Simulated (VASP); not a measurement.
# Mg2ZnO3 (P-3m1) in VASP: notebook, part 2 of 2

VASP 6.6.1. The steps go on from the part before.

## (4) Single point, PBEsol+U

The input, INCAR:

```
SYSTEM = Mg2ZnO3
PREC = Accurate
ENCUT = 520
EDIFF = 1E-6
ISMEAR = 0
SIGMA = 0.01
LREAL = .FALSE.
LASPH = .TRUE.
NELM = 150
ALGO = Normal
ISIF = 2
LWAVE = .FALSE.
LCHARG = .FALSE.
LDAU = .TRUE.
LDAUTYPE = 2
LDAUL = -1 2 -1
LDAUU = 0 5 0
LDAUJ = 0 0 0
LDAUPRINT = 1
GGA = PS
NBANDS = 26
```

The input, KPOINTS:

```
regular mesh
0
G
  12 12 4
  0 0 0
```

The input, POSCAR:

```
Mg2ZnO3
1.0
    3.0329990000      0.0000000000      0.0000000000
   -1.5164990000      2.6266540000      0.0000000000
    0.0000000000      0.0000000000      7.4033160000
Mg Zn O
2 1 3
Direct
    0.3333333333      0.6666666667      0.6658000000
    0.6666666667      0.3333333333      0.3342000000
    0.0000000000      0.0000000000      0.0000000000
    0.3333333333      0.6666666667      0.1726190000
    0.6666666667      0.3333333333      0.8273810000
    0.0000000000      0.0000000000      0.5000000000
```

Run with:

```bash
cat potpaw_PBE.64/Mg/POTCAR potpaw_PBE.64/Zn/POTCAR potpaw_PBE.64/O/POTCAR > POTCAR
mpirun -np 1 vasp_std > vasp.out
```

Run time: 73 s. Hardware: 1 thread of Intel Xeon Platinum 8124M at 3.00GHz (Skylake/Cascade Lake), shared host; peak memory 0.25 GiB.

Results (log left out):

* Free energy: -34.4138 eV
* Pressure: -9.1 GPa
* Largest force: 0.503 eV/Å
* Band gap on the k mesh: 3.06 eV (least direct gap 3.20 eV)

Forces in eV/Å, atoms in the order of the input:
```
Mg   0.000  0.000  0.043
Mg   0.000  0.000 -0.043
Zn   0.000  0.000  0.000
O    0.000  0.000 -0.503
O    0.000  0.000  0.503
O    0.000  0.000  0.000
```

Stress tensor (GPa, compression positive):
```
-9.04  0.00  0.00
 0.00 -9.04  0.00
 0.00  0.00 -9.15
```

Levels at points of the mesh, in eV from the valence-band top:
| k point | band 13 | band 14 | band 15 | band 16 | band 17 | band 18 | band 19 | band 20 | band 21 | band 22 |
| --- | --- | --- | --- | --- | --- | --- | --- | --- | --- | --- |
| (0.00, 0.00, 0.00) | -0.24 | -0.22 | -0.22 | -0.13 | -0.13 | 3.06 | 6.48 | 6.71 | 11.24 | 11.90 |
| (0.50, 0.00, 0.00) | -1.62 | -1.44 | -0.95 | -0.93 | -0.46 | 6.66 | 7.60 | 8.65 | 9.53 | 11.08 |
| (0.00, 0.00, 0.50) | -0.55 | -0.51 | -0.51 | 0.00 | 0.00 | 4.19 | 5.34 | 6.98 | 11.46 | 13.06 |
| (0.50, 0.00, 0.50) | -1.81 | -1.51 | -1.17 | -0.35 | -0.31 | 6.83 | 6.89 | 9.11 | 10.34 | 10.52 |

Eigenvalues of the final occupation matrices:
```tsv
site	spin	trace	eigenvalues
site 3 d	1	5.01	0.99 0.99 0.99 1.02 1.02
site 3 d	2	5.01	0.99 0.99 0.99 1.02 1.02
```

Caveat: the cell stands under tension; the PAW data sets were made with another functional, which shifts forces and pressure a little. A k mesh can miss the band edges.

## (5) Single point, PBEsol+U

The input, INCAR:

```
SYSTEM = Mg2ZnO3
PREC     = Accurate       ! precision mode
ENCUT    = 520            ! plane-wave cutoff, eV
EDIFF    = 1E-6           ! SCF threshold, eV
ISMEAR   = 0              ! smearing method
SIGMA    = 0.01           ! smearing width, eV
LREAL    = .False.        ! projectors in reciprocal space
LASPH    = .True.         ! aspherical terms in the spheres
NELM     = 150            ! most SCF steps
ALGO     = Normal         ! electronic algorithm
ISIF     = 2              ! what is computed and relaxed
LWAVE    = .False.        ! write WAVECAR
LCHARG   = .False.        ! write CHGCAR
LDAU     = .True.         ! DFT+U
LDAUTYPE = 2            
LDAUL    = -1 2 -1        ! shell
LDAUU    = 0 7 0          ! U, eV
LDAUJ    = 0 0 0        
LDAUPRINT= 1            
GGA      = PS             ! functional
NBANDS   = 26             ! bands
```

The input, KPOINTS:

```
regular mesh
0
Gamma
  12 12 4
  0 0 0
```

POSCAR is that of step 4.

Potentials or basis: VASP PAW PBE potentials, release 64 (Mg, Zn, O).

Run with:

```bash
cat potpaw_PBE.64/Mg/POTCAR potpaw_PBE.64/Zn/POTCAR potpaw_PBE.64/O/POTCAR > POTCAR
mpirun -np 1 vasp_std > vasp.out
```

OUTCAR:

```text
SYSTEM = Mg2ZnO3
   PREC = Accurate
   ENCUT = 520
   EDIFF = 1E-6
   ISMEAR = 0
   LREAL = .False.
   LASPH = .True.
   NELM = 150
   ISIF = 2
   GGA = PS

 ion  position               nearest neighbor table
   1  0.333  0.667  0.666-   5 2.12   5 2.12   5 2.12   6 2.14   6 2.14   6 2.14   2 3.02   2 3.02
                             2 3.02   3 3.03   3 3.03   3 3.03
   2  0.667  0.333  0.334-   4 2.12   4 2.12   4 2.12   6 2.14   6 2.14   6 2.14   1 3.02   1 3.02
                             1 3.02   3 3.03   3 3.03   3 3.03
   3  0.000  0.000  0.000-   4 2.17   5 2.17   4 2.17   5 2.17   5 2.17   4 2.17   1 3.03   2 3.03
                             1 3.03   2 3.03   1 3.03   2 3.03
   4  0.333  0.667  0.173-   2 2.12   2 2.12   2 2.12   3 2.17   3 2.17   3 2.17
   5  0.667  0.333  0.827-   1 2.12   1 2.12   1 2.12   3 2.17   3 2.17   3 2.17
   6  0.000  0.000  0.500-   1 2.14   2 2.14   1 2.14   2 2.14   2 2.14   1 2.14

  LATTYP: Found a hexagonal cell.
 ALAT       =     3.0329990000
 C/A-ratio  =     2.4409226643

  Lattice vectors:

 A1 = (   3.0329990000,   0.0000000000,   0.0000000000)
 A2 = (  -1.5164990000,   2.6266540000,   0.0000000000)
 A3 = (   0.0000000000,   0.0000000000,   7.4033160000)

Analysis of symmetry for initial positions (statically):
[... 229 lines left out ...]
      2     -14.0515      2.00000
      3     -13.8607      2.00000
      4      -4.9937      2.00000
      5      -4.9937      2.00000
      6      -4.9599      2.00000
[... 685 lines left out ...]
     25      16.7029      0.00000
     26      17.2756      0.00000

 [... further k-points ...]

------------------------ aborting loop because EDIFF is reached ----------------------------------------

  FORCE on cell =-STRESS in cart. coord.  units (eV):
  Direction    XX          YY          ZZ          XY          YZ          ZX
  --------------------------------------------------------------------------------------
  -------------------------------------------------------------------------------------
  Total       -3.8924503     -3.8924497     -3.9497025     -0.0000007      0.0000000     -0.0000000
  in kB     -105.7382779   -105.7382631   -107.2935335     -0.0000201      0.0000000     -0.0000000
  external PRESSURE =    -106.2566915 kB  Pullay stress =       0.0000000 kB

 VOLUME and BASIS-vectors are now :
 -----------------------------------------------------------------------------
  energy-cutoff  :      520.00
  volume of cell :       58.98
      direct lattice vectors                 reciprocal lattice vectors
     3.032999000  0.000000000  0.000000000     0.329706670  0.190356185  0.000000000
    -1.516499000  2.626654000  0.000000000     0.000000000  0.380712496  0.000000000
     0.000000000  0.000000000  7.403316000     0.000000000  0.000000000  0.135074607

 POSITION                                       TOTAL-FORCE (eV/Angst)
 -----------------------------------------------------------------------------------
      0.00000      1.75110      4.92913        -0.000000     -0.000000      0.059222
      1.51650      0.87555      2.47419        -0.000000      0.000000     -0.059222
      0.00000      0.00000      0.00000        -0.000000     -0.000000      0.000000
      0.00000      1.75110      1.27795         0.000000     -0.000000     -0.695639
      1.51650      0.87555      6.12536         0.000000     -0.000000      0.695639
      0.00000      0.00000      3.70166        -0.000000     -0.000000      0.000000
 -----------------------------------------------------------------------------------
    total drift:                               -0.000000      0.000000     -0.000000

  FREE ENERGIE OF THE ION-ELECTRON SYSTEM (eV)
  ---------------------------------------------------
  free  energy   TOTEN  =       -34.4506862640 eV

  energy  without entropy=      -34.4506862640  energy(sigma->0) =      -34.45068626
```

OSZICAR:

```text
N       E                     dE             d eps       ncg     rms          rms(c)
DAV:   1     0.273566251530E+03    0.27357E+03   -0.16865E+04  3622   0.154E+03
DAV:   2    -0.822847586182E+01   -0.28179E+03   -0.25755E+03  3932   0.366E+02
DAV:   3    -0.380144512749E+02   -0.29786E+02   -0.29502E+02  4248   0.122E+02
DAV:   4    -0.385052500059E+02   -0.49080E+00   -0.49007E+00  4130   0.171E+01
DAV:   5    -0.385075821179E+02   -0.23321E-02   -0.23319E-02  4078   0.117E+00    0.131E+01
DAV:   6    -0.343431264414E+02    0.41645E+01   -0.10242E+01  4758   0.827E+01    0.833E+00
DAV:   7    -0.345105448883E+02   -0.16742E+00   -0.26527E+00  3796   0.113E+01    0.489E+00
DAV:   8    -0.344759941710E+02    0.34551E-01   -0.34276E-01  4294   0.481E+00    0.169E+00
DAV:   9    -0.344524422007E+02    0.23552E-01   -0.44920E-02  4618   0.233E+00    0.428E-01
DAV:  10    -0.344508107830E+02    0.16314E-02   -0.16211E-02  3734   0.811E-01    0.146E-01
DAV:  11    -0.344507150994E+02    0.95684E-04   -0.15946E-03  4256   0.307E-01    0.487E-02
DAV:  12    -0.344506996828E+02    0.15417E-04   -0.16003E-04  4384   0.119E-01    0.371E-02
DAV:  13    -0.344506859594E+02    0.13723E-04   -0.10417E-04  4218   0.777E-02    0.958E-03
DAV:  14    -0.344506862640E+02   -0.30468E-06   -0.92394E-06  4694   0.308E-02
   1 F= -.34450686E+02 E0= -.34450686E+02  d E =-.704081E-87
```

Wall time 64 s (1 thread of Intel Xeon Platinum 8124M at 3.00GHz (Skylake/Cascade Lake), shared host); peak memory 0.25 GiB.

Results:

```yaml
Free_energy: -34.4507 eV
Pressure: -10.6 GPa
Largest_force: 0.696 eV/Å
Band_gap_on_the_k_mesh: 3.15 eV (least direct gap 3.30 eV)
```

Forces on the atoms (eV/Å):
```
Mg   0.000  0.000  0.059
Mg   0.000  0.000 -0.059
Zn   0.000  0.000  0.000
O    0.000  0.000 -0.696
O    0.000  0.000  0.696
O    0.000  0.000  0.000
```

Eigenvalues of the final occupation matrices:
| site | spin | trace | eigenvalues |
| --- | --- | --- | --- |
| site 3 d | 1 | 5.03 | 0.99 0.99 0.99 1.03 1.03 |
| site 3 d | 2 | 5.03 | 0.99 0.99 0.99 1.03 1.03 |

Caveat: the cell stands under tension; the PAW data sets were made with another functional, which shifts forces and pressure a little. A k mesh can miss the band edges.

## (6) Summary

| U | gap on the mesh (eV) | pressure (GPa) | largest force (eV/Å) |
| --- | --- | --- | --- |
| Zn d U = 1.0 eV | 2.85 | -6.4 | 0.17 |
| Zn d U = 3.0 eV | 2.97 | -7.7 | 0.33 |
| Zn d U = 5.0 eV | 3.06 | -9.1 | 0.50 |
| Zn d U = 7.0 eV | 3.15 | -10.6 | 0.70 |

Alike in all rows: task single point; level PBEsol+U; potentials or basis VASP PAW PBE potentials, release 64 (Mg, Zn, O); no spin polarisation; cell as given; k mesh 12 × 12 × 4; cutoff (eV) 520; smearing gaussian 0.01 eV.

Caveats: the cell stands under tension; the PAW data sets were made with another functional, which shifts forces and pressure a little.

Total energies depend on the potentials used, so only differences within one code and one set of settings carry meaning.
